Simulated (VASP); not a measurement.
A run of VASP 6.6.1:

File INCAR:

```
SYSTEM = BaTiO3
PREC     = Accurate       ! precision mode
ENCUT    = 600            ! plane-wave cutoff, eV
EDIFF    = 1E-6           ! SCF threshold, eV
ISMEAR   = 0              ! smearing method
SIGMA    = 0.01           ! smearing width, eV
LREAL    = .False.        ! projectors in reciprocal space
LASPH    = .True.         ! aspherical terms in the spheres
NELM     = 120            ! most SCF steps
ALGO     = Normal         ! electronic algorithm
ISIF     = 2              ! what is computed and relaxed
LWAVE    = .False.        ! write WAVECAR
LCHARG   = .True.         ! write CHGCAR
GGA      = PS             ! functional
LELF     = .True.         ! ELF
LVHAR    = .True.       
NBANDS   = 28             ! bands
GGA_COMPAT= .False.
```

Contents of KPOINTS:

```
Automatic mesh
0
Gamma
  4 4 4
  0 0 0
```

The input POSCAR:

```
BaTiO3
1.0
    4.1124670000      0.0000000000      0.0000000000
    0.0000000000      4.1124670000      0.0000000000
    0.0000000000      0.0000000000      5.0356130000
Ba Ti O
1 1 3
Direct
    0.0000000000      0.0000000000      0.0000000000
    0.5000000000      0.5000000000      0.5000000000
    0.0000000000      0.5000000000      0.5000000000
    0.5000000000      0.0000000000      0.5000000000
    0.0000000000      0.0000000000      0.5000000000
```

Potentials or basis: VASP PAW PBE potentials, release 64 (Ba_sv, Ti_sv, O).

Run with:

```bash
$ cat potpaw_PBE.64/Ba_sv/POTCAR potpaw_PBE.64/Ti_sv/POTCAR potpaw_PBE.64/O/POTCAR > POTCAR
$ mpirun -np 1 vasp_std > vasp.out
```

Hardware: 1 thread of Intel Xeon 8259CL, on a shared host.

**Question.** How long does it take, and how much memory?

**Answer.** Wall time 2.1 min on 1 thread of Intel Xeon 8259CL, on a shared host, peak memory 0.25 GiB. Counts: scf iterations 24, k points 18.
